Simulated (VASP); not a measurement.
# SiC (F-43m) in VASP: phonons with r2SCAN

Aim: the phonons of SiC with r2SCAN.

Program: VASP 6.6.1. These are calculated values, not measurements. Logs are shortened: lines on timing, memory, paths and dates and some standing lists are left out, and cuts for length are marked.

### 1 The cell of the first run

It takes space group F-43m (No. 216, cubic). The conventional cell has a = 4.358 Å, b = 4.358 Å, c = 4.358 Å, α = 90.00°, β = 90.00°, γ = 90.00°. Within 2.5 Å of Si (site symmetry -43m) lie 4 C at 1.89 Å. C (site symmetry -43m) has 4 Si at 1.89 Å within 2.5 Å.

### 2 Phonons, r2SCAN

Contents of INCAR:

```
SYSTEM = SiC
PREC = Accurate
ENCUT = 520
EDIFF = 1E-8
ISMEAR = 0
SIGMA = 0.01
LREAL = .FALSE.
LASPH = .TRUE.
NELM = 80
ALGO = Normal
ISIF = 2
LWAVE = .FALSE.
LCHARG = .FALSE.
METAGGA = R2SCAN
LMIXTAU = .TRUE.
NBANDS = 11
IBRION = 6
NFREE = 2
POTIM = 0.015
NSW = 1
```

Contents of KPOINTS:

```
regular mesh
0
G
  3 3 3
  0 0 0
```

Contents of POSCAR:

```
SiC
1.0
    0.0000000000      2.1790000000      2.1790000000
    2.1790000000      0.0000000000      2.1790000000
    2.1790000000      2.1790000000      0.0000000000
Si C
1 1
Direct
    0.0000000000      0.0000000000      0.0000000000
    0.2500000000      0.2500000000      0.2500000000
```

Potentials or basis: VASP PAW PBE potentials, release 64 (Si, C).

Run with:

```
$ cat potpaw_PBE.64/Si/POTCAR potpaw_PBE.64/C/POTCAR > POTCAR
$ mpirun -np 1 vasp_std > vasp.out
```

OUTCAR:

```text
SYSTEM = SiC
   PREC = Accurate
   ENCUT = 520
   EDIFF = 1E-8
   ISMEAR = 0
   LREAL = .FALSE.
   LASPH = .TRUE.
   NELM = 80
   ISIF = 2
   METAGGA = R2SCAN
   IBRION = 6
   NFREE = 2
   POTIM = 0.015
   NSW = 1

 ion  position               nearest neighbor table
   1  0.000  0.000  0.000-   2 1.89   2 1.89   2 1.89   2 1.89
   2  0.250  0.250  0.250-   1 1.89   1 1.89   1 1.89   1 1.89

  LATTYP: Found a face centered cubic cell.
 ALAT       =     4.3580000000

  Lattice vectors:

 A1 = (   0.0000000000,   2.1790000000,   2.1790000000)
 A2 = (   2.1790000000,   0.0000000000,   2.1790000000)
 A3 = (   2.1790000000,   2.1790000000,   0.0000000000)

Analysis of symmetry for initial positions (statically):
=====================================================================
 Subroutine PRICEL returns:
 Original cell was already a primitive cell.

 Routine SETGRP: Setting up the symmetry group for a
 face centered cubic supercell.

 Subroutine GETGRP returns: Found 24 space group operations
 (whereof 24 operations were pure point group operations)
 out of a pool of 48 trial point group operations.

The static configuration has the point symmetry T_d .

Analysis of symmetry for dynamics (positions and initial velocities):
=====================================================================
 Subroutine PRICEL returns:
 Original cell was already a primitive cell.

 Routine SETGRP: Setting up the symmetry group for a
 face centered cubic supercell.

 Subroutine GETGRP returns: Found 24 space group operations
 (whereof 24 operations were pure point group operations)
 out of a pool of 48 trial point group operations.

The dynamic configuration has the point symmetry T_d .

 Subroutine INISYM returns: Found 24 space group operations
 (whereof 24 operations are pure point group operations),
 and found     1 'primitive' translations

----------------------------------------------------------------------------------------

[... 111 lines left out ...]

 number of electron       8.0000001 magnetization

 Free energy of the ion-electron system (eV)
  ---------------------------------------------------
  ext. energy  EPLUGINS =         0.00000000
  ---------------------------------------------------
  free energy    TOTEN  =       -18.83290474 eV

  energy without entropy =      -18.83290474  energy(sigma->0) =      -18.83290474

------------------------ aborting loop because EDIFF is reached ----------------------------------------

  FORCE on cell =-STRESS in cart. coord.  units (eV):
  Direction    XX          YY          ZZ          XY          YZ          ZX
  --------------------------------------------------------------------------------------
  -------------------------------------------------------------------------------------
  Total        0.1184594      0.1184594      0.1184594     -0.0000000      0.0000000      0.0000000
  in kB        9.1723063      9.1723063      9.1723063     -0.0000000      0.0000000      0.0000000
  external PRESSURE =       9.1723063 kB  Pullay stress =       0.0000000 kB
[... 131 lines left out ...]
--------------------------------------- Ionic step        5  -------------------------------------------

 number of electron       8.0000001 magnetization

 Free energy of the ion-electron system (eV)
  ---------------------------------------------------
  ext. energy  EPLUGINS =         0.00000000
  ---------------------------------------------------
  free energy    TOTEN  =       -18.83066489 eV

  energy without entropy =      -18.83066489  energy(sigma->0) =      -18.83066489

 E-fermi :   8.2969     XC(G=0): -11.8825

 val. band max:        8.2083200100   @ k =   0.0000   0.0000   0.0000
 cond. band min:      11.0748230334   @ k =   0.3333   0.3333   0.0000
 fundamental gap:      2.8665030234
 Fermi energy:         8.2968697429

 k-point     1 :       0.0000    0.0000    0.0000
  band No.  band energies     occupation
      1      -8.0944      2.00000
      2       8.0583      2.00000
      3       8.1345      2.00000
      4       8.2083      2.00000
      5      14.9485      0.00000
      6      15.8347      0.00000
      7      15.8663      0.00000
      8      15.8998      0.00000
      9      23.2101      0.00000
     10      23.2103      0.00000
     11      25.7256      0.00000
[... 125 lines left out ...]
  FREE ENERGIE OF THE ION-ELECTRON SYSTEM (eV)
  ---------------------------------------------------
  free  energy   TOTEN  =       -18.8306648941 eV

  energy  without entropy=      -18.8306648941  energy(sigma->0) =      -18.83066489

 INTERNAL STRAIN TENSORS FROM DISPLACED ATOMS
 ============================================

 INTERNAL STRAIN TENSOR FOR ION    1 for displacements in x,y,z  (eV/Angst):
          X           Y           Z          XY          YZ          ZX
  --------------------------------------------------------------------------------
  x     0.00000     0.00000     0.00000     0.00000     6.08340     0.00000
  y    -0.00000     0.00000    -0.00000    -0.00000     0.00000     6.08340
  z     0.00000     0.00000     0.00000     6.08340     0.00000     0.00000

 INTERNAL STRAIN TENSOR FOR ION    2 for displacements in x,y,z  (eV/Angst):
          X           Y           Z          XY          YZ          ZX
  --------------------------------------------------------------------------------
  x     0.00000     0.00000     0.00000    -0.00000    -6.08339    -0.00000
  y     0.00000     0.00000     0.00000     0.00000    -0.00000    -6.08339
  z     0.00000     0.00000     0.00000    -6.08339    -0.00000    -0.00000

 Eigenvectors and eigenvalues of the dynamical matrix
 ----------------------------------------------------

   1 f  =   24.052895 THz   151.128795 2PiTHz  802.318206 cm-1    99.474735 meV
             X         Y         Z           dx          dy          dz
      0.000000  0.000000  0.000000     0.000000    0.547288    0.000000
      1.089500  1.089500  1.089500     0.000000   -0.836944    0.000000
[... 21 lines left out ...]
   6 f/i=    0.000837 THz     0.005259 2PiTHz    0.027919 cm-1     0.003462 meV
             X         Y         Z           dx          dy          dz
      0.000000  0.000000  0.000000     0.000000    0.000000    0.836944
      1.089500  1.089500  1.089500     0.000000    0.000000    0.547288

 ELASTIC MODULI CONTR FROM IONIC RELAXATION (kBar)
 Direction    XX          YY          ZZ          XY          YZ          ZX
 --------------------------------------------------------------------------------
 XX          -0.0000     -0.0000     -0.0000     -0.0000      0.0000      0.0000
 YY          -0.0000     -0.0000     -0.0000     -0.0000     -0.0000     -0.0000
 ZZ          -0.0000     -0.0000     -0.0000     -0.0000     -0.0000      0.0000
 XY          -0.0000     -0.0000     -0.0000   -143.8892     -0.0000     -0.0000
 YZ           0.0000     -0.0000     -0.0000     -0.0000   -143.8892     -0.0000
 ZX           0.0000     -0.0000      0.0000     -0.0000     -0.0000   -143.8892
 --------------------------------------------------------------------------------
```

OSZICAR:

```text
N       E                     dE             d eps       ncg     rms          rms(c)
DAV:   1     0.289803441590E+01    0.28980E+01   -0.51083E+03    88   0.691E+02
DAV:   2    -0.213640131067E+02   -0.24262E+02   -0.20177E+02   105   0.118E+02
DAV:   3    -0.220189921270E+02   -0.65498E+00   -0.65338E+00   106   0.172E+01
[... 77 lines left out ...]
DAV:  10    -0.188306647210E+02    0.64989E-06   -0.42551E-08   203   0.193E-03    0.103E-04
DAV:  11    -0.188306649727E+02   -0.25166E-06   -0.44867E-09   145   0.662E-04    0.436E-05
DAV:  12    -0.188306648555E+02    0.11719E-06   -0.65965E-10   130   0.212E-04    0.326E-05
DAV:  13    -0.188306649024E+02   -0.46905E-07   -0.49061E-11   130   0.577E-05    0.116E-05
DAV:  14    -0.188306648941E+02    0.83346E-08   -0.44740E-11   133   0.560E-05
   5 F= -.18830665E+02 E0= -.18830665E+02  d E =-.184838E-37
```

stdout:

```text
POSCAR found type information on POSCAR SiC
 POSCAR found :  2 types and       2 ions
 scaLAPACK will be used
 -----------------------------------------------------------------------------
|                                                                             |
|                                                                             |
|     You enforced a specific xc type in the INCAR file but a different       |
|     I HOPE YOU KNOW WHAT YOU ARE DOING!                                     |
|                                                                             |
 -----------------------------------------------------------------------------

 LDA part: xc-table for (None), standard interpolation
 POSCAR, INCAR and KPOINTS ok, starting setup
 FFT: planning ... GRIDC
 FFT: planning ... GRID_SOFT
 FFT: planning ... GRID
 WAVECAR not read
 entering main loop
 Found     2 degrees of freedom:
 Finite differences POTIM= 0.01500 DOF=   2
 bond charge predicted
 Finite differences progress:
 bond charge predicted
 Finite differences progress:
 bond charge predicted
 Finite differences progress:
 bond charge predicted
 Finite differences progress:
```

Wall time 24 s (1 thread of Intel Xeon 6975P-C (Granite Rapids), shared host); peak memory 0.14 GiB.

What came out:

| Property | Result |
| --- | --- |
| Highest phonon frequency at Γ, LO-TO splitting left out | 802 cm⁻¹ |

Phonon frequencies in cm⁻¹ (negative: imaginary):
```tsv
q point	frequencies
(0.000, 0.000, 0.000)	0 0 0 802 802 802
```

Caveat: the k points lie up to 0.83 Å⁻¹ apart; the PAW data sets were made with another functional, which shifts forces and pressure a little.
